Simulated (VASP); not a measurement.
A run of VASP 6.6.1 is set up as follows.

The input INCAR:

```
  PREC = Accurate
  ENCUT = 520
  EDIFF = 1E-6
  ISMEAR = 0
  SIGMA = 0.1
  LREAL = F
  LASPH = T
  NELM = 60
  ALGO = Normal
  ISIF = 2
  LWAVE = F
  LCHARG = F
  GGA = PE
  NBANDS = 24
```

Contents of KPOINTS:

```
Automatic mesh
0
Gamma
  6 6 4
```

POSCAR

```
Al3GaIr
1.0
    3.3876851413      0.0000000000      0.0000000000
    0.0000000000      3.3876851413      0.0000000000
    0.0000000000      0.0000000000      7.8690141771
Al Ga Ir
3 1 1
Direct
    0.0000000000      0.0000000000      0.8338682790
    0.0000000000      0.0000000000      0.1661317210
    0.0000000000      0.0000000000      0.5000000000
    0.5000000000      0.5000000000      0.5000000000
    0.5000000000      0.5000000000      0.0000000000
```

Potentials or basis: VASP PAW PBE potentials, release 64 (Al, Ga_d, Ir).

Run with:

```sh
$ cat potpaw_PBE.64/Al/POTCAR potpaw_PBE.64/Ga_d/POTCAR potpaw_PBE.64/Ir/POTCAR > POTCAR
$ mpirun -np 1 vasp_std > vasp.out
```

(1) Estimate the largest force.

(2) Estimate the pressure.

(3) Predict the band gap on the k mesh.

Answers

(1) 0.003 eV/Å.

(2) 0.0 GPa.

(3) zero (an odd number of electrons rules out a gap without spin polarisation).

Caveat: spin-orbit coupling is left out, which moves the levels of the heavy elements.
